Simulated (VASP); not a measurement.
Set up this calculation in VASP 6.6.1, as the native input.

| Item | Value |
| --- | --- |
| Task | single point |
| Functional | LDA |
| Potentials or basis | VASP PAW LDA potentials, release 64 (Ga_d) |
| Cutoff | 520 eV |
| k mesh | 26 × 26 × 26 |
| Occupations | gaussian, width 0.15 eV |
| Spin | no spin polarisation |
| Dipole correction | no |
| Further INCAR settings | ALGO = Fast; EDIFF = 1e-07; NBANDS = 12 |

The structure of Ga lies in POSCAR:

```
Ga
1.0
   -1.4232352670      1.4232352670      2.1691565197
    1.4232352670     -1.4232352670      2.1691565197
    1.4232352670      1.4232352670     -2.1691565197
Ga
1
Direct
    0.0000000000      0.0000000000      0.0000000000
```

This cell differs from its parent crystal: ratio of the length along z to the lengths across it x 0.96, volume and fractional coordinates fixed.

The input as run:

INCAR

```
  ALGO = Fast
  EDIFF = 1E-7
  ENCUT = 520
  GGA = CA
  ISIF = 2
  ISMEAR = 0
  LASPH = True
  LCHARG = False
  LREAL = False
  LWAVE = False
  NBANDS = 12
  NELM = 60
  PREC = Accurate
  SIGMA = 0.15
```

KPOINTS

```
k-points
0
Gamma
  26 26 26
```

Potentials or basis: VASP PAW LDA potentials, release 64 (Ga_d).

Launch:

```sh
$ cat potpaw_LDA.64/Ga_d/POTCAR > POTCAR
$ mpirun -np 1 vasp_std > vasp.out
```

Results of the run:

* Pressure: -1.6 GPa
* Band gap on the k mesh: zero (an odd number of electrons rules out a gap without spin polarisation)

Run time: 9.8 min on 1 thread of Intel Xeon 8259CL, with other jobs on the host, peak memory 0.36 GiB.
